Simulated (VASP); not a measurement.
# Mg16CO in VASP: a series of runs, part 2 of 2

VASP 6.6.1.

**4. Single point, PBE+D3(BJ)**

INCAR

```
ALGO = Fast
DIPOL = 0.5 0.5 0.329
EDIFF = 1E-6
ENCUT = 520
GGA = PE
IDIPOL = 3
ISIF = 2
ISMEAR = 0
IVDW = 12
LASPH = T
LCHARG = T
LDIPOL = T
LELF = T
LREAL = Auto
LVACPOTAV = T
LVHAR = T
LWAVE = F
NBANDS = 36
NELM = 80
PREC = Accurate
SIGMA = 0.1
```

KPOINTS

```
k-points
0
Gamma
  6 6 1
```

POSCAR

```
Mg16CO
1.0
    6.3015062463      0.0000000000      0.0000000000
   -3.1507531232      5.4572644914      0.0000000000
    0.0000000000      0.0000000000     26.3584034914
Mg O C
16 1 1
Direct
    0.3333333333      0.1666666667      0.1517542594
    0.3333333333      0.6666666667      0.1517542594
    0.8333333333      0.1666666667      0.1517542594
    0.8333333333      0.6666666667      0.1517542594
    0.1666666667      0.3333333333      0.2475244132
    0.1666666667      0.8333333333      0.2475244132
    0.6666666667      0.3333333333      0.2475244132
    0.6666666667      0.8333333333      0.2475244132
    0.3333333333      0.1666666667      0.3421844648
    0.3333333333      0.6666666667      0.3421844648
    0.8333333333      0.1666666667      0.3421844648
    0.8333333333      0.6666666667      0.3421844648
    0.1666666667      0.3333333333      0.4404061686
    0.1666666667      0.8333333333      0.4404061686
    0.6666666667      0.3333333333      0.4404061686
    0.6666666667      0.8333333333      0.4404061686
    0.5000000000      0.5000000000      0.5769850020
    0.5000000000      0.5000000000      0.6206143516
```

Potentials or basis: VASP PAW PBE potentials, release 64 (Mg, O, C).

Launch:

```bash
$ cat potpaw_PBE.64/Mg/POTCAR potpaw_PBE.64/O/POTCAR potpaw_PBE.64/C/POTCAR > POTCAR
$ mpirun -np 1 vasp_std > vasp.out
```

OUTCAR:

```text
EDIFF = 1E-6
   ENCUT = 520
   GGA = PE
   ISIF = 2
   ISMEAR = 0
   IVDW = 12
   LASPH = T
   LREAL = Auto
   NELM = 80
   PREC = Accurate
 IVDW          = 12

 ion  position               nearest neighbor table
   1  0.333  0.167  0.152-   5 3.11   7 3.11   6 3.11   4 3.15   4 3.15   3 3.15   3 3.15   2 3.15
                             2 3.15
   2  0.333  0.667  0.152-   6 3.11   8 3.11   5 3.11   3 3.15   3 3.15   4 3.15   4 3.15   1 3.15
                             1 3.15
   3  0.833  0.167  0.152-   7 3.11   5 3.11   8 3.11   2 3.15   2 3.15   1 3.15   1 3.15   4 3.15
                             4 3.15
   4  0.833  0.667  0.152-   8 3.11   6 3.11   7 3.11   1 3.15   1 3.15   2 3.15   2 3.15   3 3.15
                             3 3.15
   5  0.167  0.333  0.248-   9 3.09  11 3.09  10 3.09   1 3.11   3 3.11   2 3.11   8 3.15   8 3.15
                             7 3.15   7 3.15   6 3.15   6 3.15
   6  0.167  0.833  0.248-  10 3.09  12 3.09   9 3.09   2 3.11   4 3.11   1 3.11   7 3.15   7 3.15
                             8 3.15   8 3.15   5 3.15   5 3.15
   7  0.667  0.333  0.248-  11 3.09   9 3.09  12 3.09   3 3.11   1 3.11   4 3.11   6 3.15   6 3.15
                             5 3.15   5 3.15   8 3.15   8 3.15
   8  0.667  0.833  0.248-  12 3.09  10 3.09  11 3.09   4 3.11   2 3.11   3 3.11   5 3.15   5 3.15
                             6 3.15   6 3.15   7 3.15   7 3.15
   9  0.333  0.167  0.342-   5 3.09   7 3.09   6 3.09  12 3.15  12 3.15  11 3.15  11 3.15  10 3.15
                            10 3.15  13 3.16  15 3.16  14 3.16
  10  0.333  0.667  0.342-   6 3.09   8 3.09   5 3.09  11 3.15  11 3.15  12 3.15  12 3.15   9 3.15
                             9 3.15  14 3.16  16 3.16  13 3.16
  11  0.833  0.167  0.342-   7 3.09   5 3.09   8 3.09  10 3.15  10 3.15   9 3.15   9 3.15  12 3.15
                            12 3.15  15 3.16  13 3.16  16 3.16
  12  0.833  0.667  0.342-   8 3.09   6 3.09   7 3.09   9 3.15   9 3.15  10 3.15  10 3.15  11 3.15
                            11 3.15  16 3.16  14 3.16  15 3.16
  13  0.167  0.333  0.440-  16 3.15  16 3.15  15 3.15  15 3.15  14 3.15  14 3.15   9 3.16  11 3.16
                            10 3.16
  14  0.167  0.833  0.440-  15 3.15  15 3.15  16 3.15  16 3.15  13 3.15  13 3.15  10 3.16  12 3.16
                             9 3.16
  15  0.667  0.333  0.440-  14 3.15  14 3.15  13 3.15  13 3.15  16 3.15  16 3.15  11 3.16   9 3.16
                            12 3.16
  16  0.667  0.833  0.440-  13 3.15  13 3.15  14 3.15  14 3.15  15 3.15  15 3.15  12 3.16  10 3.16
                            11 3.16
[... 200 lines left out ...]

 Free energy of the ion-electron system (eV)
  ---------------------------------------------------
  ext. energy  EPLUGINS =         0.00000000
  ---------------------------------------------------
  free energy    TOTEN  =       -36.36018492 eV

  energy without entropy =      -36.31285913  energy(sigma->0) =      -36.33652203

 E-fermi :  -1.0158     XC(G=0):  -4.4046

 val. band max:       -1.0817802084   @ k =   0.1667   0.1667   0.0000
 cond. band min:      -0.9549915215   @ k =   0.3333  -0.0000   0.0000
 fundamental gap:      0.1267886869
 Fermi energy:        -1.0158455706

 k-point     1 :       0.0000    0.0000    0.0000
  band No.  band energies     occupation
      1     -26.4781      2.00000
      2     -11.4086      2.00000
      3      -9.0033      2.00000
      4      -9.0033      2.00000
      5      -7.8378      2.00000
      6      -6.9830      2.00000
[... 241 lines left out ...]
     32       1.7150      0.00000
     33       1.7151      0.00000
 [bands above 33 left out]

------------------------ aborting loop because EDIFF is reached ----------------------------------------

 Edisp (eV)   -3.79398

 E8    (eV) :    -1.7030

  FORCE on cell =-STRESS in cart. coord.  units (eV):
  Direction    XX          YY          ZZ          XY          YZ          ZX
  --------------------------------------------------------------------------------------
  -------------------------------------------------------------------------------------
  Total      -4.69944    -4.69944     2.92168     0.00000     0.00000     0.00000
  in kB      -8.30651    -8.30651     5.16422     0.00000     0.00000     0.00000
  external pressure =       -3.82 kB  Pullay stress =        0.00 kB

 VOLUME and BASIS-vectors are now :
 -----------------------------------------------------------------------------
  energy-cutoff  :      520.00
  volume of cell :      906.44
      direct lattice vectors                 reciprocal lattice vectors
     6.301506246  0.000000000  0.000000000     0.158692218  0.091620995  0.000000000
    -3.150753123  5.457264491  0.000000000     0.000000000  0.183241989  0.000000000
     0.000000000  0.000000000 26.358403491     0.000000000  0.000000000  0.037938565

 POSITION                                       TOTAL-FORCE (eV/Angst)
 -----------------------------------------------------------------------------------
      1.57538      0.90954      4.00000         0.000000     -0.001861     -0.160794
     -0.00000      3.63818      4.00000        -0.001612      0.000931     -0.160794
      4.72613      0.90954      4.00000         0.000000     -0.000000     -0.161596
      3.15075      3.63818      4.00000         0.001612      0.000931     -0.160794
      0.00000      1.81909      6.52435        -0.000208     -0.000120      0.021318
     -1.57538      4.54772      6.52435         0.000000     -0.000000      0.019500
[... 10 lines left out ...]
      1.57538      2.72863     15.20840         0.000000      0.000000      0.709960
      1.57538      2.72863     16.35840         0.000000      0.000000     -0.704272
 -----------------------------------------------------------------------------------
    total drift:                                0.000000      0.000000     -0.013121

  FREE ENERGIE OF THE ION-ELECTRON SYSTEM (eV)
  ---------------------------------------------------
  free  energy   TOTEN  =       -40.1541659271 eV

  energy  without entropy=      -40.1068401398  energy(sigma->0) =      -40.13050303

 vacuum level on the upper side and lower side of the slab         2.913         2.858
```

OSZICAR:

```text
N       E                     dE             d eps       ncg     rms          rms(c)
DAV:   1     0.139500960511E+03    0.13950E+03   -0.11796E+04   544   0.787E+02
DAV:   2    -0.137312656460E+02   -0.15323E+03   -0.14664E+03   752   0.123E+02
DAV:   3    -0.371819982252E+02   -0.23451E+02   -0.23220E+02   640   0.436E+01
[... 12 lines left out ...]
RMM:  16    -0.363601084813E+02   -0.26528E-04   -0.38955E-05   692   0.176E-02    0.536E-03
RMM:  17    -0.363601604422E+02   -0.51961E-04   -0.17684E-05   623   0.121E-02    0.273E-03
RMM:  18    -0.363601675523E+02   -0.71101E-05   -0.48713E-06   533   0.692E-03    0.167E-03
RMM:  19    -0.363601849798E+02   -0.17428E-04   -0.65902E-06   518   0.564E-03    0.891E-04
RMM:  20    -0.363601849211E+02    0.58728E-07   -0.64835E-07   445   0.304E-03
   1 F= -.40154166E+02 E0= -.40130503E+02  d E =-.473258E-01
```

Wall time 14 min (1 thread of Oxide Virtual Turin-like, shared host); peak memory 0.88 GiB.

What came out:

```yaml
Free_energy: -40.1542 eV
Largest_force: 0.710 eV/Å
Band_gap_on_the_k_mesh: zero (bands 21 and 22 overlap by 1.37 eV)
Dispersion_energy_per_atom: -0.211 eV
```

Forces on the atoms (eV/Å):
```
Mg   0.000 -0.002 -0.161
Mg  -0.002  0.001 -0.161
Mg   0.000  0.000 -0.162
Mg   0.002  0.001 -0.161
Mg   0.000  0.000  0.021
Mg   0.000  0.000  0.019
Mg   0.000  0.000  0.021
Mg   0.000  0.000  0.021
Mg   0.000 -0.001  0.076
Mg  -0.001  0.001  0.076
Mg   0.000  0.000  0.074
Mg   0.001  0.001  0.076
Mg  -0.008 -0.005  0.061
Mg   0.000  0.000  0.070
Mg   0.008 -0.005  0.061
Mg   0.000  0.010  0.061
O    0.000  0.000  0.710
C    0.000  0.000 -0.704
```

Levels at points of the mesh, in eV from the Fermi level:
```
           k point  band 17  band 18  band 19  band 20  band 21  band 22  band 23  band 24  band 25  band 26
(0.00, 0.00, 0.00)    -1.18    -1.18    -1.08    -1.08    -1.08    -1.00     0.24     0.24     0.25     0.41
(0.50, 0.00, 0.00)    -1.53    -1.02    -1.01     0.16     0.18     0.61     0.61     1.42     1.50     1.57
```

**5. Summary**

| cell | gap on the mesh (eV) | largest force (eV/Å) |
| --- | --- | --- |
| as given, atomic positions A | none | 0.71 |
| as given, atomic positions B | none | 0.71 |
| as given, atomic positions C | none | 0.71 |

Alike in all rows: task single point; level PBE+D3(BJ); potentials or basis VASP PAW PBE potentials, release 64 (Mg, O, C); no spin polarisation; k mesh 6 × 6 × 1; cutoff (eV) 520; smearing gaussian 0.1 eV.

Total energies depend on the potentials used, so only differences within one code and one set of settings carry meaning.

The gap in the log of VASP goes by the Fermi energy; the results here count the filled bands.